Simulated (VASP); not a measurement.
# GaSb (I-4m2) in VASP: a series of runs, part 2 of 2

VASP 6.6.1. Earlier steps stand in the parts before.

## (4) Single point, PBE

This run uses another cell than the first one, of the same volume but with other edges.

INCAR reads:

```
SYSTEM = GaSb
ALGO = Normal
EDIFF = 1E-7
ENCUT = 520
GGA = PE
ISIF = 2
ISMEAR = 0
LASPH = .True.
LCHARG = .False.
LREAL = .False.
LWAVE = .False.
NBANDS = 16
NELM = 100
PREC = Accurate
SIGMA = 0.15
```

KPOINTS reads:

```
k-points
0
Gamma
  16 16 16
  0 0 0
```

POSCAR reads:

```
GaSb
1.0
   -2.8579500000      2.8579500000      1.5810862174
    2.8579500000     -2.8579500000      1.5810862174
    2.8579500000      2.8579500000     -1.5810862174
Ga Sb
1 1
Direct
    0.2500000000      0.7500000000      0.5000000000
    0.0000000000      0.0000000000      0.0000000000
```

Potentials or basis: VASP PAW PBE potentials, release 64 (Ga_d, Sb).

The run is started by

```sh
$ cat potpaw_PBE.64/Ga_d/POTCAR potpaw_PBE.64/Sb/POTCAR > POTCAR
$ mpirun -np 1 vasp_std > vasp.out
```

OUTCAR:

```text
SYSTEM = GaSb
   EDIFF = 1E-7
   ENCUT = 520
   GGA = PE
   ISIF = 2
   ISMEAR = 0
   LASPH = .True.
   LREAL = .False.
   NELM = 100
   PREC = Accurate

 ion  position               nearest neighbor table
   1  0.250  0.750  0.500-   2 2.97   2 2.97   2 2.97   2 2.97
   2  0.000  0.000  0.000-   1 2.97   1 2.97   1 2.97   1 2.97

  LATTYP: Found a body centered tetragonal cell.
 ALAT       =     5.7159000000
 C/A-ratio  =     0.5532238903

  Lattice vectors:

 A1 = (  -2.8579500000,   2.8579500000,   1.5810862174)
 A2 = (   2.8579500000,  -2.8579500000,   1.5810862174)
 A3 = (   2.8579500000,   2.8579500000,  -1.5810862174)

Analysis of symmetry for initial positions (statically):
=====================================================================
 Subroutine PRICEL returns:
 Original cell was already a primitive cell.

 Routine SETGRP: Setting up the symmetry group for a
 body centered tetragonal supercell.

 Subroutine GETGRP returns: Found  8 space group operations
 (whereof  8 operations were pure point group operations)
 out of a pool of 16 trial point group operations.

The static configuration has the point symmetry D_2d.

Analysis of symmetry for dynamics (positions and initial velocities):
=====================================================================
 Subroutine PRICEL returns:
 Original cell was already a primitive cell.

 Routine SETGRP: Setting up the symmetry group for a
 body centered tetragonal supercell.

 Subroutine GETGRP returns: Found  8 space group operations
 (whereof  8 operations were pure point group operations)
 out of a pool of 16 trial point group operations.

The dynamic configuration has the point symmetry D_2d.

 Subroutine INISYM returns: Found  8 space group operations
 (whereof  8 operations are pure point group operations),
 and found     1 'primitive' translations

----------------------------------------------------------------------------------------

                                     Primitive cell

[... 110 lines left out ...]
     AMIX_MAG =   1.60;   BMIX_MAG =  1.00
  volume/ion in A,a.u.               =      25.83       174.30
  Fermi-wavevector in a.u.,A,eV,Ry     =   1.152013  2.176989 18.056755  1.327134
  Thomas-Fermi vector in A             =   2.288667
   LORBIT       =      0    0 simple, 1 ext, 2 COOP (PROOUT), +10 PAW based schemes
   GGA     = PE    functional components
   LHFCALC =     F    Hartree Fock is set to
   AEXX    =    0.0000 exact exchange contribution
   IVDW    =     0    specifies the selected vdW correction
   LEPSILON=     F    determine dielectric tensor
   LRPA    =     F    only Hartree local field effects (RPA)
 non-spin polarized calculation
 Gauss-broadening in eV      SIGMA  =   0.15
  energy-cutoff  :      520.00
  volume of cell :       51.66
 maximum number of plane-waves:      1414
   NGX = 17   NGY = 17   NGZ = 17

 number of electron      18.0000010 magnetization

 Free energy of the ion-electron system (eV)
  ---------------------------------------------------
  ext. energy  EPLUGINS =         0.00000000
  ---------------------------------------------------
  free energy    TOTEN  =        -6.95722119 eV

  energy without entropy =       -6.94698319  energy(sigma->0) =       -6.95210219

 E-fermi :   5.8194     XC(G=0):  -9.9276

 val. band max:        5.8166558192   @ k =  -0.3750   0.5000   0.0625
 cond. band min:       5.8343020316   @ k =  -0.3125   0.1875   0.0625
 fundamental gap:      0.0176462124
 Fermi energy:         5.8193809207

 k-point     1 :       0.0000    0.0000    0.0000
  band No.  band energies     occupation
      1      -9.0742      2.00000
      2      -8.9826      2.00000
      3      -8.9765      2.00000
      4      -8.9589      2.00000
      5      -8.9589      2.00000
      6      -5.6610      2.00000
[... 433 lines left out ...]
      3      -8.9762      2.00000
      4      -8.9589      2.00000
      5      -8.9586      2.00000
      6      -5.6309      2.00000
[... 8 lines left out ...]
     15      15.5653      0.00000
     16      15.9834      0.00000

 [... further k-points ...]

------------------------ aborting loop because EDIFF is reached ----------------------------------------

  FORCE on cell =-STRESS in cart. coord.  units (eV):
  Direction    XX          YY          ZZ          XY          YZ          ZX
  --------------------------------------------------------------------------------------
  -------------------------------------------------------------------------------------
  Total       -1.0849785     -1.0849785     -0.6356181      0.0000000      0.0000000      0.0000000
  in kB      -33.6516936    -33.6516936    -19.7143313      0.0000000      0.0000000      0.0000000
  external PRESSURE =     -29.0059062 kB  Pullay stress =       0.0000000 kB

 VOLUME and BASIS-vectors are now :
 -----------------------------------------------------------------------------
  energy-cutoff  :      520.00
  volume of cell :       51.66
      direct lattice vectors                 reciprocal lattice vectors
    -2.857950000  2.857950000  1.581086217     0.000000000  0.174950576  0.316238289
     2.857950000 -2.857950000  1.581086217     0.174950576  0.000000000  0.316238289
     2.857950000  2.857950000 -1.581086217     0.174950576  0.174950576  0.000000000

 POSITION                                       TOTAL-FORCE (eV/Angst)
 -----------------------------------------------------------------------------------
      2.85795      0.00000      0.79054         0.000000     -0.000000     -0.000000
      0.00000      0.00000      0.00000        -0.000000      0.000000      0.000000
 -----------------------------------------------------------------------------------
    total drift:                                0.000000     -0.000000      0.000000

  FREE ENERGIE OF THE ION-ELECTRON SYSTEM (eV)
  ---------------------------------------------------
  free  energy   TOTEN  =        -6.9572211907 eV

  energy  without entropy=       -6.9469831943  energy(sigma->0) =       -6.95210219
```

OSZICAR:

```text
N       E                     dE             d eps       ncg     rms          rms(c)
DAV:   1     0.824946827744E+02    0.82495E+02   -0.82607E+03 11168   0.143E+03
DAV:   2    -0.763492688071E+00   -0.83258E+02   -0.80458E+02 13200   0.314E+02
DAV:   3    -0.686461310921E+01   -0.61011E+01   -0.60728E+01 13280   0.634E+01
DAV:   4    -0.697128743491E+01   -0.10667E+00   -0.10666E+00 13728   0.932E+00
DAV:   5    -0.697373948638E+01   -0.24521E-02   -0.24520E-02 14128   0.128E+00    0.216E+00
DAV:   6    -0.695887029197E+01    0.14869E-01   -0.36705E-02 14624   0.284E+00    0.120E+00
DAV:   7    -0.695716568865E+01    0.17046E-02   -0.11206E-02 16832   0.101E+00    0.238E-01
DAV:   8    -0.695720038059E+01   -0.34692E-04   -0.13665E-03 14336   0.435E-01    0.398E-02
DAV:   9    -0.695722130795E+01   -0.20927E-04   -0.89349E-05 13792   0.757E-02    0.187E-02
DAV:  10    -0.695722163652E+01   -0.32857E-06   -0.62718E-06 14824   0.241E-02    0.261E-03
DAV:  11    -0.695722142130E+01    0.21522E-06   -0.71757E-07 13784   0.747E-03    0.193E-03
DAV:  12    -0.695722119261E+01    0.22869E-06   -0.71712E-08  9408   0.263E-03    0.260E-04
DAV:  13    -0.695722119067E+01    0.19436E-08   -0.16039E-08  7688   0.161E-03
   1 F= -.69572212E+01 E0= -.69521022E+01  d E =-.102380E-01
```

stdout:

```text
POSCAR found type information on POSCAR GaSb
 POSCAR found :  2 types and       2 ions
 scaLAPACK will be used
 LDA part: xc-table for (Slater+PW92), standard interpolation
 POSCAR, INCAR and KPOINTS ok, starting setup
 FFT: planning ... GRIDC
 FFT: planning ... GRID_SOFT
 FFT: planning ... GRID
 WAVECAR not read
 entering main loop
```

Run time: 98 s. Hardware: 1 thread of AMD EPYC 9R45 (Zen 5), shared host; peak memory 0.39 GiB.

Results:

```yaml
Free_energy: -6.9572 eV
Pressure: -2.9 GPa
Band_gap_on_the_k_mesh: zero (bands 9 and 10 overlap by 4.17 eV)
```

Stress tensor (GPa, compression positive):
```
-3.37  0.00  0.00
 0.00 -3.37  0.00
 0.00  0.00 -1.97
```

Levels at points of the mesh, in eV from the Fermi level:
| k point | band 6 | band 7 | band 8 | band 9 | band 10 | band 11 | band 12 | band 13 |
| --- | --- | --- | --- | --- | --- | --- | --- | --- |
| (0.00, 0.00, 0.00) | -11.48 | -3.52 | -1.85 | -1.85 | 3.41 | 5.16 | 6.48 | 6.48 |
| (0.50, 0.00, 0.00) | -7.98 | -5.20 | -2.51 | -1.18 | -1.10 | 2.56 | 3.00 | 4.73 |
| (0.50, 0.50, 0.00) | -10.25 | -7.66 | -0.20 | 1.58 | 1.69 | 1.96 | 4.76 | 6.92 |
| (0.50, 0.50, 0.50) | -9.36 | -5.89 | -4.59 | -4.59 | 3.92 | 5.52 | 9.22 | 9.22 |

Caveat: spin-orbit coupling is left out, which moves the levels of the heavy elements.

## (5) Single point, PBE

This run uses another cell than the first one, of 26.12 Å³/atom.

INCAR reads:

```
PREC = Accurate
ENCUT = 520
EDIFF = 1E-7
ISMEAR = 0
SIGMA = 0.15
LREAL = False
LASPH = True
NELM = 80
ALGO = Normal
ISIF = 2
LWAVE = False
LCHARG = False
GGA = PE
NBANDS = 16
```

KPOINTS reads:

```
regular mesh
0
Gamma
  16 16 16
```

POSCAR reads:

```
GaSb
1.0
   -2.7657340133      2.7657340133      1.7075500000
    2.7657340133     -2.7657340133      1.7075500000
    2.7657340133      2.7657340133     -1.7075500000
Ga Sb
1 1
Direct
    0.2500000000      0.7500000000      0.5000000000
    0.0000000000      0.0000000000      0.0000000000
```

Potentials or basis: VASP PAW PBE potentials, release 64 (Ga_d, Sb).

The run is started by

```sh
$ cat potpaw_PBE.64/Ga_d/POTCAR potpaw_PBE.64/Sb/POTCAR > POTCAR
$ mpirun -np 1 vasp_std > vasp.out
```

OUTCAR:

```text
PREC = Accurate
   ENCUT = 520
   EDIFF = 1E-7
   ISMEAR = 0
   LREAL = False
   LASPH = True
   NELM = 80
   ISIF = 2
   GGA = PE

 ion  position               nearest neighbor table
   1  0.250  0.750  0.500-   2 2.89   2 2.89   2 2.89   2 2.89
   2  0.000  0.000  0.000-   1 2.89   1 2.89   1 2.89   1 2.89

  LATTYP: Found a body centered tetragonal cell.
 ALAT       =     5.5314680266
 C/A-ratio  =     0.6173948730

  Lattice vectors:

 A1 = (  -2.7657340133,   2.7657340133,   1.7075500000)
 A2 = (   2.7657340133,  -2.7657340133,   1.7075500000)
 A3 = (   2.7657340133,   2.7657340133,  -1.7075500000)

Analysis of symmetry for initial positions (statically):
=====================================================================
 Subroutine PRICEL returns:
 Original cell was already a primitive cell.

 Routine SETGRP: Setting up the symmetry group for a
 body centered tetragonal supercell.

 Subroutine GETGRP returns: Found  8 space group operations
 (whereof  8 operations were pure point group operations)
 out of a pool of 16 trial point group operations.

The static configuration has the point symmetry D_2d.

[... 160 lines left out ...]
 E-fermi :   5.7189     XC(G=0):  -9.8653

 val. band max:        5.7140989986   @ k =   0.5000   0.1250  -0.0000
 cond. band min:       5.7312039905   @ k =  -0.1250   0.1250   0.0625
 fundamental gap:      0.0171049919
 Fermi energy:         5.7188581720

 k-point     1 :       0.0000    0.0000    0.0000
  band No.  band energies     occupation
      1      -9.1809      2.00000
      2      -9.1154      2.00000
      3      -9.1146      2.00000
      4      -9.1146      2.00000
      5      -9.1065      2.00000
      6      -5.6733      2.00000
[... 433 lines left out ...]
      3      -9.1147      2.00000
      4      -9.1137      2.00000
      5      -9.1061      2.00000
      6      -5.6397      2.00000
[... 8 lines left out ...]
     15      14.4368      0.00000
     16      15.5918      0.00000

 [... further k-points ...]

------------------------ aborting loop because EDIFF is reached ----------------------------------------

  FORCE on cell =-STRESS in cart. coord.  units (eV):
  Direction    XX          YY          ZZ          XY          YZ          ZX
  --------------------------------------------------------------------------------------
  -------------------------------------------------------------------------------------
  Total       -0.7017346     -0.7017346     -1.3881343      0.0000000     -0.0000000      0.0000000
  in kB      -21.5193526    -21.5193526    -42.5684485      0.0000000     -0.0000000      0.0000000
  external PRESSURE =     -28.5357179 kB  Pullay stress =       0.0000000 kB

 VOLUME and BASIS-vectors are now :
 -----------------------------------------------------------------------------
  energy-cutoff  :      520.00
  volume of cell :       52.25
      direct lattice vectors                 reciprocal lattice vectors
    -2.765734013  2.765734013  1.707550000     0.000000000  0.180783834  0.292817194
     2.765734013 -2.765734013  1.707550000     0.180783834  0.000000000  0.292817194
     2.765734013  2.765734013 -1.707550000     0.180783834  0.180783834  0.000000000

 POSITION                                       TOTAL-FORCE (eV/Angst)
 -----------------------------------------------------------------------------------
      2.76573     -0.00000      0.85377         0.000000     -0.000000      0.000000
      0.00000      0.00000      0.00000        -0.000000      0.000000     -0.000000
 -----------------------------------------------------------------------------------
    total drift:                                0.000000     -0.000000      0.000000

  FREE ENERGIE OF THE ION-ELECTRON SYSTEM (eV)
  ---------------------------------------------------
  free  energy   TOTEN  =        -6.9353452469 eV

  energy  without entropy=       -6.9257441222  energy(sigma->0) =       -6.93054468
```

stdout:

```text
POSCAR found type information on POSCAR GaSb
 POSCAR found :  2 types and       2 ions
 scaLAPACK will be used
 LDA part: xc-table for (Slater+PW92), standard interpolation
 POSCAR, INCAR and KPOINTS ok, starting setup
 FFT: planning ... GRIDC
 FFT: planning ... GRID_SOFT
 FFT: planning ... GRID
 WAVECAR not read
 entering main loop
```

Run time: 87 s. Hardware: 1 thread of AMD EPYC 9R45 (Zen 5), shared host; peak memory 0.39 GiB.

What came out:

```
Free energy            : -6.9353 eV
Pressure               : -2.9 GPa
Band gap on the k mesh : zero (bands 9 and 10 overlap by 4.52 eV)
```

Stress tensor (GPa, compression positive):
```
-2.15  0.00  0.00
 0.00 -2.15  0.00
 0.00  0.00 -4.26
```

Caveat: spin-orbit coupling is left out, which moves the levels of the heavy elements.

## (6) Overview

| cell | gap on the mesh (eV) | pressure (GPa) |
| --- | --- | --- |
| a = 4.211 Å, angles 100.2, 100.2, 130.3°, 2 atoms | none | -1.6 |
| a = 4.299 Å, angles 98.3, 98.3, 135.3°, 2 atoms | none | -2.8 |
| a = 4.340 Å, angles 97.6, 97.6, 137.3°, 2 atoms | none | -2.9 |
| a = 4.268 Å, angles 99.2, 99.2, 132.8°, 2 atoms | none | -2.9 |

Alike in all rows: task single point; level PBE; potentials or basis VASP PAW PBE potentials, release 64 (Ga_d, Sb); no spin polarisation; k mesh 16 × 16 × 16; cutoff (eV) 520; smearing gaussian 0.15 eV.

Caveats: spin-orbit coupling is left out, which moves the levels of the heavy elements.

Absolute energies hang on the potentials; compare differences alone.
